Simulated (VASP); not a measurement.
# Si2N (P4_2/mnm) in VASP: further runs

Runs on Si2N. Level: PBE. Tasks: relaxation of cell and atoms, single point.

Program: VASP 6.6.1. These are calculated values, not measurements. Logs are shortened: lines on timing, memory, paths and dates and some standing lists are left out, and cuts for length are marked.

**1. The cell of the first run**

It takes space group P4_2/mnm (No. 136, tetragonal). Conventional cell: a = 4.954 Å, b = 4.954 Å, c = 3.191 Å, α = 90.00°, β = 90.00°, γ = 90.00°. Si (site symmetry m2m) has 3 N at 2.10 to 2.14 Å and 1 Si at 2.72 Å within 2.8 Å. Within 2.8 Å of N (site symmetry mmm) lie 6 Si at 2.10 to 2.14 Å.

**2. Relaxation of cell and atoms, PBE**

INCAR reads:

```
ALGO = Normal
EDIFF = 1E-6
EDIFFG = -0.04
ENCUT = 600
GGA = PE
IBRION = 2
ISIF = 3
ISMEAR = 0
LASPH = True
LCHARG = False
LREAL = False
LWAVE = False
NELM = 60
NSW = 90
PREC = Accurate
SIGMA = 0.1
```

KPOINTS reads:

```
k-points
0
Gamma
  4 4 6
```

POSCAR reads:

```
Si2N
1.0
    4.9539022132      0.0000000000      0.0000000000
    0.0000000000      4.9539022132      0.0000000000
    0.0000000000      0.0000000000      3.1908133759
Si N
4 2
Direct
    0.3060000000      0.3060000000      0.0000000000
    0.1940000000      0.8060000000      0.5000000000
    0.6940000000      0.6940000000      0.0000000000
    0.8060000000      0.1940000000      0.5000000000
    0.0000000000      0.0000000000      0.0000000000
    0.5000000000      0.5000000000      0.5000000000
```

Potentials or basis: VASP PAW PBE potentials, release 64 (Si, N).

Launch:

```bash
> cat potpaw_PBE.64/Si/POTCAR potpaw_PBE.64/N/POTCAR > POTCAR
> mpirun -np 1 vasp_std > vasp.out
```

OUTCAR:

```text
EDIFF = 1E-6
   EDIFFG = -0.04
   ENCUT = 600
   GGA = PE
   IBRION = 2
   ISIF = 3
   ISMEAR = 0
   LASPH = True
   LREAL = False
   NELM = 60
   NSW = 90
   PREC = Accurate

 ion  position               nearest neighbor table
   1  0.306  0.306  0.000-   6 2.10   6 2.10   5 2.14   3 2.72   4 3.00   2 3.00   4 3.00   2 3.00
                             2 3.00   2 3.00   4 3.00   4 3.00
   2  0.194  0.806  0.500-   5 2.10   5 2.10   6 2.14   4 2.72   1 3.00   1 3.00   3 3.00   3 3.00
                             1 3.00   1 3.00   3 3.00   3 3.00
   3  0.694  0.694  0.000-   6 2.10   6 2.10   5 2.14   1 2.72   4 3.00   2 3.00   4 3.00   2 3.00
                             4 3.00   4 3.00   2 3.00   2 3.00
   4  0.806  0.194  0.500-   5 2.10   5 2.10   6 2.14   2 2.72   3 3.00   1 3.00   3 3.00   1 3.00
                             3 3.00   3 3.00   1 3.00   1 3.00
   5  0.000  0.000  0.000-   2 2.10   4 2.10   2 2.10   4 2.10   3 2.14   1 2.14
   6  0.500  0.500  0.500-   1 2.10   3 2.10   1 2.10   3 2.10   2 2.14   4 2.14

  LATTYP: Found a simple tetragonal cell.
 ALAT       =     4.9539022132
 C/A-ratio  =     0.6441010013

  Lattice vectors:

 A1 = (   4.9539022132,   0.0000000000,   0.0000000000)
 A2 = (   0.0000000000,   4.9539022132,   0.0000000000)
 A3 = (   0.0000000000,   0.0000000000,   3.1908133759)

Analysis of symmetry for initial positions (statically):
=====================================================================
 Subroutine PRICEL returns:
 Original cell was already a primitive cell.

 Routine SETGRP: Setting up the symmetry group for a
 simple tetragonal supercell.

 Subroutine GETGRP returns: Found 16 space group operations
 (whereof  8 operations were pure point group operations)
 out of a pool of 16 trial point group operations.

The static configuration has the point symmetry D_2h.
 The point group associated with its full space group is D_4h.

Analysis of symmetry for dynamics (positions and initial velocities):
=====================================================================
 Subroutine PRICEL returns:
 Original cell was already a primitive cell.

 Routine SETGRP: Setting up the symmetry group for a
 simple tetragonal supercell.

 Subroutine GETGRP returns: Found 16 space group operations
 (whereof  8 operations were pure point group operations)
 out of a pool of 16 trial point group operations.

The dynamic configuration has the point symmetry D_2h.
 The point group associated with its full space group is D_4h.

 Subroutine INISYM returns: Found 16 space group operations
 (whereof  8 operations are pure point group operations),
 and found     1 'primitive' translations

----------------------------------------------------------------------------------------

                                     Primitive cell

  volume of cell :      78.3062

  direct lattice vectors                    reciprocal lattice vectors
     4.953902213  0.000000000  0.000000000     0.201861070  0.000000000  0.000000000
     0.000000000  4.953902213  0.000000000     0.000000000  0.201861070  0.000000000
     0.000000000  0.000000000  3.190813376     0.000000000  0.000000000  0.313399714

  length of vectors
     4.953902213  4.953902213  3.190813376     0.201861070  0.201861070  0.313399714

  position of ions in fractional coordinates (direct lattice)
     0.306000000  0.306000000  0.000000000
     0.194000000  0.806000000  0.500000000
     0.694000000  0.694000000  0.000000000
     0.806000000  0.194000000  0.500000000
     0.000000000  0.000000000  0.000000000
     0.500000000  0.500000000  0.500000000

  ion indices of the primitive-cell ions
   primitive index   ion index
                 1           1
                 2           2
                 3           3
                 4           4
                 5           5
                 6           6

----------------------------------------------------------------------------------------

 KPOINTS: k-points

Automatic generation of k-mesh.
 Grid dimensions read from file:
 generate k-points for:    4    4    6

 Generating k-lattice:

  Cartesian coordinates                     Fractional coordinates (reciprocal lattice)
     0.050465267  0.000000000  0.000000000     0.250000000  0.000000000  0.000000000
     0.000000000  0.050465267  0.000000000     0.000000000  0.250000000  0.000000000
     0.000000000  0.000000000  0.052233286     0.000000000  0.000000000  0.166666667

  Length of vectors
     0.050465267  0.050465267  0.052233286

  Shift w.r.t. Gamma in fractional coordinates (k-lattice)
     0.000000000  0.000000000  0.000000000

 Subroutine IBZKPT returns following result:
 ===========================================

 Found     24 irreducible k-points:

 Following reciprocal coordinates:
            Coordinates               Weight
  0.000000  0.000000  0.000000      1.000000
  0.250000  0.000000  0.000000      4.000000
  0.500000  0.000000  0.000000      2.000000
  0.250000  0.250000  0.000000      4.000000
  0.500000  0.250000  0.000000      4.000000
  0.500000  0.500000  0.000000      1.000000
[... 16 lines left out ...]
  0.500000  0.250000  0.500000      4.000000
  0.500000  0.500000  0.500000      1.000000
   k-points           NKPTS =     24   k-points in BZ     NKDIM =     24   number of bands    NBANDS=     17
   number of dos      NEDOS =    301   number of ions     NIONS =      6
   total plane-waves  NPLWV =  44800
   dimension x,y,z NGX =    40 NGY =   40 NGZ =   28
   dimension x,y,z NGXF=    80 NGYF=   80 NGZF=   56
   ions per type =               4   2
   NGX,Y,Z   is equivalent  to a cutoff of  13.42, 13.42, 14.59 a.u.
   NGXF,Y,Z  is equivalent  to a cutoff of  26.85, 26.85, 29.18 a.u.
 SYSTEM =  unknown system
   PREC   = accura    normal or accurate (medium, high low for compatibility)
   ISTART =      0    job   : 0-new  1-cont  2-samecut
   ICHARG =      2    charge: 1-file 2-atom 10-const
   ISPIN  =      1    spin polarized calculation?
   LNONCOLLINEAR =      F non collinear calculations
   LSORBIT =      F    spin-orbit coupling
   LASPH  =      T    aspherical Exc in radial PAW
   ENCUT  =  600.0 eV  44.10 Ry    6.64 a.u.   9.89  9.89  6.37*2*pi/ulx,y,z
   NELM   =     60;   NELMIN=  2; NELMDL= -5     # of ELM steps
   EDIFF  = 0.1E-05   stopping-criterion for ELM
   LREAL  =      F    real-space projection
   EDIFFG = -.4E-01   stopping-criterion for IOM
   NSW    =     90    number of steps for IOM
   IBRION =      2    ionic relax: 0-MD 1-quasi-New 2-CG
   NFREE  =      1    steps in history (QN), initial steepest desc. (CG)
   ISIF   =      3    stress and relaxation
   ISYM   =      2    0-nonsym 1-usesym 2-fastsym
   POTIM  = 0.5000    time-step for ionic-motion
   TEBEG  =    0.0;   TEEND  =   0.0 temperature during run
   PSTRESS=    0.0 pullay stress
   NELECT =      26.0000    total number of electrons
   NUPDOWN=      -1.0000    fix difference up-down
   EMIN   =  10.00;   EMAX   =-10.00  energy-range for DOS
   EFERMI =   0.00;   METHOD = LEGACY
   ISMEAR =     0;   SIGMA  =   0.10  broadening in eV -4-tet -1-fermi 0-gaus
   EFERMI_NEDOS =   21; number of points for ismear=-14 and -15
   IALGO  =     38    algorithm
   IMIX   =      4    mixing-type and parameters
     AMIX     =   0.40;   BMIX     =  1.00
     AMIX_MAG =   1.60;   BMIX_MAG =  1.00
  volume/ion in A,a.u.               =      13.05        88.07
  Fermi-wavevector in a.u.,A,eV,Ry     =   1.133619  2.142230 17.484745  1.285092
  Thomas-Fermi vector in A             =   2.270322
   LORBIT       =      0    0 simple, 1 ext, 2 COOP (PROOUT), +10 PAW based schemes
   GGA     = PE    functional components
   LHFCALC =     F    Hartree Fock is set to
   AEXX    =    0.0000 exact exchange contribution
   IVDW    =     0    specifies the selected vdW correction
   LEPSILON=     F    determine dielectric tensor
   LRPA    =     F    only Hartree local field effects (RPA)
 conjugate gradient relaxation of ions
 non-spin polarized calculation
 Gauss-broadening in eV      SIGMA  =   0.10
  energy-cutoff  :      600.00
  volume of cell :       78.31
 maximum number of plane-waves:      2632
 NGX is ok and might be reduce to    40
   NGX = 19   NGY = 19   NGZ = 13

--------------------------------------- Ionic step        1  -------------------------------------------

 number of electron      26.0000000 magnetization

 Free energy of the ion-electron system (eV)
  ---------------------------------------------------
  ext. energy  EPLUGINS =         0.00000000
  ---------------------------------------------------
  free energy    TOTEN  =       -31.92776793 eV

  energy without entropy =      -31.90354484  energy(sigma->0) =      -31.91565639

------------------------ aborting loop because EDIFF is reached ----------------------------------------

  FORCE on cell =-STRESS in cart. coord.  units (eV):
  Direction    XX          YY          ZZ          XY          YZ          ZX
  --------------------------------------------------------------------------------------
  -------------------------------------------------------------------------------------
  Total        2.4906798      2.4906798     -3.1110239      0.0000000      0.0000000      0.0000000
  in kB       50.9603277     50.9603277    -63.6528228      0.0000000      0.0000000      0.0000000
  external PRESSURE =      12.7559442 kB  Pullay stress =       0.0000000 kB
[... 101 lines left out ...]
  FREE ENERGIE OF THE ION-ELECTRON SYSTEM (eV)
  ---------------------------------------------------
  free  energy   TOTEN  =       -32.7393186783 eV

  energy  without entropy=      -32.7297158551  energy(sigma->0) =      -32.73451727

 E-fermi :   6.6873     XC(G=0): -10.1761

 val. band max:        6.6461652469   @ k =   0.5000   0.0000   0.5000
 cond. band min:       6.8314219699   @ k =   0.5000   0.2500   0.1667
 fundamental gap:      0.1852567230
 Fermi energy:         6.6873159178

 k-point     1 :       0.0000    0.0000    0.0000
  band No.  band energies     occupation
      1     -12.6270      2.00000
      2     -12.3033      2.00000
      3      -3.8789      2.00000
      4      -3.8789      2.00000
      5      -0.1228      2.00000
      6      -0.1228      2.00000
[... 457 lines left out ...]
      4      -5.3007      2.00000
      5      -1.3921      2.00000
      6      -1.3921      2.00000
[... 9 lines left out ...]
     16       7.0810      0.00000
     17      10.4741      0.00000

 E-fermi :   4.1243     XC(G=0):  -8.7710

 val. band max:        4.1129933753   @ k =   0.2500   0.2500   0.5000
 cond. band min:       4.2100516996   @ k =   0.5000   0.5000   0.1667
 fundamental gap:      0.0970583243
 Fermi energy:         4.1243091273

 k-point     1 :       0.0000    0.0000    0.0000
  band No.  band energies     occupation
      1     -14.5931      2.00000
      2     -14.5064      2.00000
      3      -6.5345      2.00000
      4      -6.5345      2.00000
      5      -2.1995      2.00000
      6      -2.0558      2.00000
[... 457 lines left out ...]
      4      -7.0089      2.00000
      5      -3.7962      2.00000
      6      -3.7962      2.00000
[... 9 lines left out ...]
     16       4.3652      0.00066
     17       7.3795      0.00000

[... ionic steps 4 to 42 ...]

--------------------------------------- Ionic step       43  -------------------------------------------

 number of electron      25.9999984 magnetization

------------------------ aborting loop because EDIFF is reached ----------------------------------------
[... 75 lines left out ...]
--------------------------------------- Ionic step       45  -------------------------------------------

 number of electron      25.9999987 magnetization

 Free energy of the ion-electron system (eV)
  ---------------------------------------------------
  ext. energy  EPLUGINS =         0.00000000
  ---------------------------------------------------
  free energy    TOTEN  =       -34.69804016 eV

  energy without entropy =      -34.68804442  energy(sigma->0) =      -34.69304229

 E-fermi :   4.8184     XC(G=0):  -9.3299

 val. band max:        4.7931499861   @ k =   0.2500   0.0000   0.3333
 cond. band min:       5.0657131351   @ k =   0.5000   0.5000   0.5000
 fundamental gap:      0.2725631489
 Fermi energy:         4.8184061735

 k-point     1 :       0.0000    0.0000    0.0000
  band No.  band energies     occupation
      1     -13.4489      2.00000
      2     -13.2869      2.00000
      3      -5.6064      2.00000
      4      -5.6064      2.00000
      5      -1.5884      2.00000
      6      -1.1530      2.00000
[... 502 lines left out ...]
  FREE ENERGIE OF THE ION-ELECTRON SYSTEM (eV)
  ---------------------------------------------------
  free  energy   TOTEN  =       -34.6980401565 eV

  energy  without entropy=      -34.6880444210  energy(sigma->0) =      -34.69304229

 reached required accuracy - stopping structural energy minimisation
```

It took 5.9 min on 1 thread of Intel Xeon 6975P-C (Granite Rapids), shared host; peak memory 0.21 GiB.

Results:

| Quantity | Value |
| --- | --- |
| Free energy | -34.6980 eV |
| Relaxed volume | 17.57 Å³/atom |
| Relaxed cell | a = 6.384 Å, b = 6.384 Å, c = 2.587 Å, α = 90.00°, β = 90.00°, γ = 90.00° |
| Space group after relaxing (to 0.05 Å) | P4_2/mnm (No. 136) |
| Energy gained by relaxing | 461.7 meV/atom |
| Ionic steps | 45 |
| Pressure after relaxing | -0.1 GPa |
| Largest force after relaxing | 0.009 eV/Å |
| Band gap on the k mesh | zero (band 13 reaches 6.10 eV, above the bottom of band 14 at 3.84 eV) |

Forces in eV/Å, atoms in the order of the input:
```
Si   0.006  0.006  0.000
Si  -0.006  0.006  0.000
Si  -0.006 -0.006  0.000
Si   0.006 -0.006  0.000
N    0.000  0.000  0.000
N    0.000  0.000  0.000
```

Step by step:
```tsv
step	energy change (eV)	largest force (eV/Å)	pressure (GPa)	volume (Å³)
1	0.0000	0.9147	1.28	78.31
3	-0.8116	0.2501	-10.30	82.21
5	-0.9869	0.2019	-7.55	79.34
7	-1.0391	0.2989	-5.83	77.33
9	-1.1489	0.1636	-0.23	73.14
11	-1.1519	0.1578	0.20	72.89
13	-1.1763	0.1761	0.69	72.88
15	-1.2054	0.0737	6.23	72.79
17	-1.2199	0.0662	3.57	72.89
19	-1.2340	0.0385	3.54	73.46
21	-1.2940	0.0574	5.00	75.75
23	-0.6093	4.6545	22.18	85.21
25	-1.3777	0.8052	10.16	79.33
27	-1.3881	0.9106	10.60	79.83
29	-1.4241	1.4174	13.41	82.05
31	-1.5182	2.0674	14.48	84.69
33	-1.5953	2.3056	14.22	86.27
35	-2.1290	1.8472	9.34	92.22
37	-2.5710	0.8019	-1.38	117.75
39	-2.6381	1.1021	0.54	110.59
41	-2.7575	0.2159	-0.58	107.66
43	-2.7662	0.0790	-0.97	106.61
45	-2.7703	0.0087	-0.07	105.42
```

Final structure:
```
Si N
1.0
     6.38378    0.00000    0.00000
     0.00000    6.38378    0.00000
     0.00000    0.00000    2.58677
Si N
4 2
Direct
  0.35045 0.35045 0.00000
  0.14955 0.85045 0.50000
  0.64955 0.64955 0.00000
  0.85045 0.14955 0.50000
  0.00000 0.00000 0.00000
  0.50000 0.50000 0.50000
```

Levels at points of the mesh, in eV from the Fermi level:
| k point | band 10 | band 11 | band 12 | band 13 | band 14 | band 15 | band 16 | band 17 |
| --- | --- | --- | --- | --- | --- | --- | --- | --- |
| (0.00, 0.00, 0.00) | -3.15 | -2.77 | -1.49 | -1.49 | 2.07 | 2.36 | 2.36 | 2.64 |
| (0.50, 0.00, 0.00) | -3.16 | -2.47 | -2.47 | -0.98 | -0.98 | 2.95 | 2.95 | 4.50 |
| (0.50, 0.50, 0.00) | -3.16 | -1.69 | -1.69 | -0.23 | -0.23 | 1.59 | 1.59 | 4.04 |
| (0.00, 0.00, 0.50) | -2.17 | -1.32 | -1.32 | 0.42 | 0.42 | 0.73 | 0.73 | 2.25 |
| (0.50, 0.00, 0.50) | -2.99 | -0.73 | -0.73 | -0.23 | -0.23 | 2.27 | 2.27 | 2.41 |
| (0.50, 0.50, 0.50) | -2.09 | -0.64 | -0.64 | -0.10 | -0.10 | 0.25 | 0.25 | 3.62 |

Caveat: the volume moved by over 15 % at a fixed basis, so the end points are rough.

**3. Single point, PBE**

This run uses another cell than the first one, of 19.11 Å³/atom, 1.464 times its volume.

INCAR reads:

```
SYSTEM = Si2N
PREC = Accurate
ENCUT = 520
EDIFF = 1E-6
ISMEAR = 0
SIGMA = 0.1
LREAL = .FALSE.
LASPH = .TRUE.
NELM = 100
ALGO = Normal
ISIF = 2
LWAVE = .FALSE.
LCHARG = .FALSE.
GGA = PE
NBANDS = 22
```

KPOINTS reads:

```
regular mesh
0
G
  6 6 14
  0 0 0
```

POSCAR reads:

```
Si2N
1.0
    6.6929951769      0.0000000000      0.0000000000
    0.0000000000      6.6929951769      0.0000000000
    0.0000000000      0.0000000000      2.5590440620
Si N
4 2
Direct
    0.3558172348      0.3558172348      0.0000000000
    0.1441827652      0.8558172348      0.5000000000
    0.6441827652      0.6441827652      0.0000000000
    0.8558172348      0.1441827652      0.5000000000
    0.0000000000      0.0000000000      0.0000000000
    0.5000000000      0.5000000000      0.5000000000
```

Potentials or basis: VASP PAW PBE potentials, release 64 (Si, N).

Launch:

```bash
> cat potpaw_PBE.64/Si/POTCAR potpaw_PBE.64/N/POTCAR > POTCAR
> mpirun -np 1 vasp_std > vasp.out
```

It took 60 s on 1 thread of Intel Xeon 6975P-C (Granite Rapids), shared host; peak memory 0.3 GiB.

The run converged. Its results:

| Property | Result |
| --- | --- |
| Free energy | -34.8614 eV |
| Pressure | -0.1 GPa |
| Largest force | 0.025 eV/Å |
| Band gap on the k mesh | zero (band 13 reaches 5.47 eV, above the bottom of band 14 at 3.13 eV) |

Forces in eV/Å, atoms in the order of the input:
```
Si   0.018  0.018  0.000
Si  -0.018  0.018  0.000
Si  -0.018 -0.018  0.000
Si   0.018 -0.018  0.000
N    0.000  0.000  0.000
N    0.000  0.000  0.000
```

Stress tensor (GPa, compression positive):
```
-0.10  0.00  0.00
 0.00 -0.10  0.00
 0.00  0.00  0.05
```

Levels at points of the mesh, in eV from the Fermi level:
| k point | band 11 | band 12 | band 13 | band 14 | band 15 | band 16 |
| --- | --- | --- | --- | --- | --- | --- |
| (0.00, 0.00, 0.00) | -2.78 | -2.32 | -2.32 | 1.04 | 1.77 | 1.77 |
| (0.50, 0.00, 0.00) | -3.00 | -3.00 | -1.31 | -1.31 | 2.15 | 2.15 |
| (0.50, 0.50, 0.00) | -2.46 | -2.46 | -0.74 | -0.74 | 1.14 | 1.14 |
| (0.00, 0.00, 0.50) | -1.51 | -1.51 | -0.17 | -0.17 | 0.62 | 0.62 |
| (0.50, 0.00, 0.50) | -0.96 | -0.96 | -0.76 | -0.76 | 1.69 | 1.69 |
| (0.50, 0.50, 0.50) | -0.98 | -0.98 | -0.59 | -0.59 | 0.23 | 0.23 |

[end of part 1 of 2]
